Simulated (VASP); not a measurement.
# MoSe (P6_3/mmc) in VASP: single point with PBEsol

Aim: the single point of MoSe with PBEsol.

Everything below comes from runs of VASP 6.6.1. Logs are shortened: lines on timing, memory, paths and dates and some standing lists are left out, and cuts for length are marked.

**1. The cell of the first run**

Symmetry: P6_3/mmc, No. 194, hexagonal system. Conventional cell: a = 3.228 Å, b = 3.228 Å, c = 7.114 Å, α = 90.00°, β = 90.00°, γ = 120.00°. Within 3.4 Å of Mo (site symmetry -3m) lie 6 Se at 2.58 Å and 6 Mo at 3.23 Å. Within 3.4 Å of Se (site symmetry -6m2) lie 6 Mo at 2.58 Å and 6 Se at 3.23 Å.

**2. Single point, PBEsol, collinear spin**

INCAR reads:

```
PREC = Accurate
ENCUT = 520
EDIFF = 1E-7
ISMEAR = 0
SIGMA = 0.1
LREAL = F
LASPH = T
NELM = 150
ALGO = Normal
ISIF = 2
LWAVE = F
LCHARG = F
ISPIN = 2
MAGMOM = 3.5 3.5 0 0
LORBIT = 11
LMAXMIX = 4
GGA = PS
NBANDS = 32
```

KPOINTS reads:

```
Automatic mesh
0
Gamma
  12 12 6
```

POSCAR reads:

```
MoSe
1.0
    3.2284874235      0.0000000000      0.0000000000
   -1.6142437117      2.7959521245      0.0000000000
    0.0000000000      0.0000000000      7.1137260779
Mo Se
2 2
Direct
    0.0000000000      0.0000000000      0.0000000000
    0.0000000000      0.0000000000      0.5000000000
    0.3333333333      0.6666666667      0.2500000000
    0.6666666667      0.3333333333      0.7500000000
```

Potentials or basis: VASP PAW PBE potentials, release 64 (Mo_sv, Se).

Launch:

```
$ cat potpaw_PBE.64/Mo_sv/POTCAR potpaw_PBE.64/Se/POTCAR > POTCAR
$ mpirun -np 1 vasp_std > vasp.out
```

OUTCAR:

```text
PREC = Accurate
   ENCUT = 520
   EDIFF = 1E-7
   ISMEAR = 0
   LREAL = F
   LASPH = T
   NELM = 150
   ISIF = 2
   ISPIN = 2
   LORBIT = 11
   GGA = PS

 ion  position               nearest neighbor table
   1  0.000  0.000  0.000-   3 2.58   4 2.58   3 2.58   4 2.58   4 2.58   3 2.58
   2  0.000  0.000  0.500-   3 2.58   4 2.58   3 2.58   4 2.58   4 2.58   3 2.58
   3  0.333  0.667  0.250-   1 2.58   2 2.58   1 2.58   2 2.58   1 2.58   2 2.58
   4  0.667  0.333  0.750-   1 2.58   2 2.58   1 2.58   2 2.58   1 2.58   2 2.58

  LATTYP: Found a hexagonal cell.
 ALAT       =     3.2284874235
 C/A-ratio  =     2.2034238158

  Lattice vectors:

 A1 = (   3.2284874235,   0.0000000000,   0.0000000000)
 A2 = (  -1.6142437117,   2.7959521245,   0.0000000000)
 A3 = (   0.0000000000,   0.0000000000,   7.1137260779)

Analysis of symmetry for initial positions (statically):
=====================================================================
 Subroutine PRICEL returns:
 Original cell was already a primitive cell.

 Routine SETGRP: Setting up the symmetry group for a
 hexagonal supercell.

 Subroutine GETGRP returns: Found 24 space group operations
 (whereof 12 operations were pure point group operations)
 out of a pool of 24 trial point group operations.

The static configuration has the point symmetry D_3d.
 The point group associated with its full space group is D_6h.

Analysis of symmetry for dynamics (positions and initial velocities):
=====================================================================
 Subroutine PRICEL returns:
 Original cell was already a primitive cell.

 Routine SETGRP: Setting up the symmetry group for a
 hexagonal supercell.

 Subroutine GETGRP returns: Found 24 space group operations
 (whereof 12 operations were pure point group operations)
 out of a pool of 24 trial point group operations.

The dynamic configuration has the point symmetry D_3d.
 The point group associated with its full space group is D_6h.

Analysis of structural, dynamic, and magnetic symmetry:
=====================================================================
 Subroutine PRICEL returns:
 Original cell was already a primitive cell.

 Routine SETGRP: Setting up the symmetry group for a
 hexagonal supercell.

 Subroutine GETGRP returns: Found 24 space group operations
 (whereof 12 operations were pure point group operations)
 out of a pool of 24 trial point group operations.

The overall configuration has the point symmetry D_3d.
 The point group associated with its full space group is D_6h.

 Subroutine INISYM returns: Found 24 space group operations
 (whereof 12 operations are pure point group operations),
 and found     1 'primitive' translations

----------------------------------------------------------------------------------------

                                     Primitive cell

  volume of cell :      64.2134

  direct lattice vectors                    reciprocal lattice vectors
     3.228487423  0.000000000  0.000000000     0.309742573  0.178829958  0.000000000
    -1.614243712  2.795952124  0.000000000     0.000000000  0.357659915  0.000000000
     0.000000000  0.000000000  7.113726078     0.000000000  0.000000000  0.140573307

  length of vectors
     3.228487423  3.228487423  7.113726078     0.357659915  0.357659915  0.140573307

  position of ions in fractional coordinates (direct lattice)
     0.000000000  0.000000000  0.000000000
     0.000000000  0.000000000  0.500000000
     0.333333333  0.666666667  0.250000000
     0.666666667  0.333333333  0.750000000

  ion indices of the primitive-cell ions
   primitive index   ion index
                 1           1
                 2           2
                 3           3
                 4           4

----------------------------------------------------------------------------------------

 KPOINTS: Automatic mesh

Automatic generation of k-mesh.
 Grid dimensions read from file:
 generate k-points for:   12   12    6

 Generating k-lattice:

  Cartesian coordinates                     Fractional coordinates (reciprocal lattice)
     0.025811881  0.014902496  0.000000000     0.083333333  0.000000000  0.000000000
     0.000000000  0.029804993  0.000000000     0.000000000  0.083333333  0.000000000
     0.000000000  0.000000000  0.023428885     0.000000000  0.000000000  0.166666667

  Length of vectors
     0.029804993  0.029804993  0.023428885

  Shift w.r.t. Gamma in fractional coordinates (k-lattice)
     0.000000000  0.000000000  0.000000000

 Subroutine IBZKPT returns following result:
 ===========================================

 Found     76 irreducible k-points:

 Following reciprocal coordinates:
            Coordinates               Weight
  0.000000  0.000000  0.000000      1.000000
  0.083333  0.000000  0.000000      6.000000
  0.166667  0.000000  0.000000      6.000000
  0.250000 -0.000000  0.000000      6.000000
  0.333333 -0.000000  0.000000      6.000000
  0.416667  0.000000  0.000000      6.000000
[... 16 lines left out ...]
  0.250000 -0.000000  0.166667     12.000000
  0.333333 -0.000000  0.166667     12.000000
 [... further k-points ...]
   k-points           NKPTS =     76   k-points in BZ     NKDIM =     76   number of bands    NBANDS=     32
   number of dos      NEDOS =    301   number of ions     NIONS =      4
   total plane-waves  NPLWV =  31104
   dimension x,y,z NGX =    24 NGY =   24 NGZ =   54
   dimension x,y,z NGXF=    48 NGYF=   48 NGZF=  108
   ions per type =               2   2
   NGX,Y,Z   is equivalent  to a cutoff of  12.36, 12.36, 12.62 a.u.
   NGXF,Y,Z  is equivalent  to a cutoff of  24.72, 24.72, 25.24 a.u.
 SYSTEM =  unknown system
   PREC   = accura    normal or accurate (medium, high low for compatibility)
   ISTART =      0    job   : 0-new  1-cont  2-samecut
   ICHARG =      2    charge: 1-file 2-atom 10-const
   ISPIN  =      2    spin polarized calculation?
   LNONCOLLINEAR =      F non collinear calculations
   LSORBIT =      F    spin-orbit coupling
   LASPH  =      T    aspherical Exc in radial PAW
   ENCUT  =  520.0 eV  38.22 Ry    6.18 a.u.   6.00  6.00 13.23*2*pi/ulx,y,z
   NELM   =    150;   NELMIN=  2; NELMDL= -5     # of ELM steps
   EDIFF  = 0.1E-06   stopping-criterion for ELM
   LREAL  =      F    real-space projection
   EDIFFG = 0.1E-05   stopping-criterion for IOM
   NSW    =      0    number of steps for IOM
   IBRION =     -1    ionic relax: 0-MD 1-quasi-New 2-CG
   NFREE  =      0    steps in history (QN), initial steepest desc. (CG)
   ISIF   =      2    stress and relaxation
   ISYM   =      2    0-nonsym 1-usesym 2-fastsym
   POTIM  = 0.5000    time-step for ionic-motion
   TEBEG  =    0.0;   TEEND  =   0.0 temperature during run
   PSTRESS=    0.0 pullay stress
   NELECT =      40.0000    total number of electrons
   NUPDOWN=      -1.0000    fix difference up-down
   EMIN   =  10.00;   EMAX   =-10.00  energy-range for DOS
   EFERMI =   0.00;   METHOD = LEGACY
   ISMEAR =     0;   SIGMA  =   0.10  broadening in eV -4-tet -1-fermi 0-gaus
   EFERMI_NEDOS =   21; number of points for ismear=-14 and -15
   IALGO  =     38    algorithm
   IMIX   =      4    mixing-type and parameters
     AMIX     =   0.40;   BMIX     =  1.00
     AMIX_MAG =   1.60;   BMIX_MAG =  1.00
  volume/ion in A,a.u.               =      16.05       108.33
  Fermi-wavevector in a.u.,A,eV,Ry     =   1.398147  2.642115 26.596874  1.954815
  Thomas-Fermi vector in A             =   2.521334
   LORBIT       =     11    0 simple, 1 ext, 2 COOP (PROOUT), +10 PAW based schemes
   GGA     = PS    functional components
   LHFCALC =     F    Hartree Fock is set to
   AEXX    =    0.0000 exact exchange contribution
   IVDW    =     0    specifies the selected vdW correction
   LEPSILON=     F    determine dielectric tensor
   LRPA    =     F    only Hartree local field effects (RPA)
 spin polarized calculation
 Gauss-broadening in eV      SIGMA  =   0.10
  energy-cutoff  :      520.00
  volume of cell :       64.21
 maximum number of plane-waves:      1764
   NGX = 13   NGY = 13   NGZ = 27

 number of electron      39.9999998 magnetization       0.0086529

 number of electron      39.9999998 magnetization      -0.0005551

 Free energy of the ion-electron system (eV)
  ---------------------------------------------------
  ext. energy  EPLUGINS =         0.00000000
  ---------------------------------------------------
  free energy    TOTEN  =       -31.36874454 eV

  energy without entropy =      -31.35206904  energy(sigma->0) =      -31.36040679

 E-fermi :  10.8884     XC(G=0): -12.4957

 val. band max:       10.8741689882   @ k =   0.3333   0.1667   0.5000
 cond. band min:      10.8936728773   @ k =   0.3333   0.1667   0.1667
 fundamental gap:      0.0195038892
 Fermi energy:        10.8884204981

 spin component 1

 k-point     1 :       0.0000    0.0000    0.0000
  band No.  band energies     occupation
      1     -50.4589      1.00000
      2     -50.4535      1.00000
      3     -24.8478      1.00000
      4     -24.7239      1.00000
      5     -24.4261      1.00000
      6     -24.4261      1.00000
[... 829 lines left out ...]
     31      19.6942      0.00000
     32      20.9213      0.00000

 [... further k-points ...]

 spin component 2

 k-point     1 :       0.0000    0.0000    0.0000
  band No.  band energies     occupation
      1     -50.4589      1.00000
      2     -50.4536      1.00000
      3     -24.8479      1.00000
      4     -24.7239      1.00000
      5     -24.4262      1.00000
      6     -24.4262      1.00000
[... 829 lines left out ...]
     31      19.6941      0.00000
     32      20.9212      0.00000

 [... further k-points ...]

------------------------ aborting loop because EDIFF is reached ----------------------------------------

  FORCE on cell =-STRESS in cart. coord.  units (eV):
  Direction    XX          YY          ZZ          XY          YZ          ZX
  --------------------------------------------------------------------------------------
  -------------------------------------------------------------------------------------
  Total        0.1674559      0.1674559      0.2378338      0.0000000      0.0000000     -0.0000000
  in kB        4.1781594      4.1781594      5.9341444      0.0000000      0.0000000     -0.0000000
  external PRESSURE =       4.7634878 kB  Pullay stress =       0.0000000 kB

 VOLUME and BASIS-vectors are now :
 -----------------------------------------------------------------------------
  energy-cutoff  :      520.00
  volume of cell :       64.21
      direct lattice vectors                 reciprocal lattice vectors
     3.228487423  0.000000000  0.000000000     0.309742573  0.178829958  0.000000000
    -1.614243712  2.795952124  0.000000000     0.000000000  0.357659915  0.000000000
     0.000000000  0.000000000  7.113726078     0.000000000  0.000000000  0.140573307

 POSITION                                       TOTAL-FORCE (eV/Angst)
 -----------------------------------------------------------------------------------
      0.00000      0.00000      0.00000         0.000000      0.000000      0.000000
      0.00000      0.00000      3.55686         0.000000      0.000000      0.000000
     -0.00000      1.86397      1.77843        -0.000000      0.000000      0.000000
      1.61424      0.93198      5.33529         0.000000     -0.000000     -0.000000
 -----------------------------------------------------------------------------------
    total drift:                               -0.000000      0.000000      0.000000

  FREE ENERGIE OF THE ION-ELECTRON SYSTEM (eV)
  ---------------------------------------------------
  free  energy   TOTEN  =       -31.3687445372 eV

  energy  without entropy=      -31.3520690443  energy(sigma->0) =      -31.36040679

 total charge

# of ion       s       p       d       tot
------------------------------------------
    1        2.232   6.132   4.093  12.457
    2        2.232   6.132   4.093  12.457
    3        1.437   2.389   0.139   3.964
    4        1.437   2.389   0.139   3.964
--------------------------------------------------
tot          7.339  17.041   8.463  32.843

 magnetization (x)

# of ion       s       p       d       tot
------------------------------------------
    1       -0.000  -0.000  -0.000  -0.000
    2       -0.000  -0.000  -0.000  -0.000
    3       -0.000  -0.000  -0.000  -0.000
    4       -0.000  -0.000  -0.000  -0.000
--------------------------------------------------
tot         -0.000  -0.000  -0.000  -0.000
```

It took 4.7 min on 1 thread of Oxide Virtual Turin-like, shared host; peak memory 0.32 GiB.

Results:

| Quantity | Value |
| --- | --- |
| Free energy | -31.3687 eV |
| Pressure | 0.5 GPa |
| Band gap on the k mesh | zero (filled and empty bands overlap) |
| Net moment | 0.00 μB per cell |
| Valence electrons inside the program's atomic spheres | Mo 12.46; Se 3.96 |

Stress tensor (GPa, compression positive):
```
0.42 0.00 0.00
0.00 0.42 0.00
0.00 0.00 0.59
```

Caveat: the PAW data sets were made with another functional, which shifts forces and pressure a little.
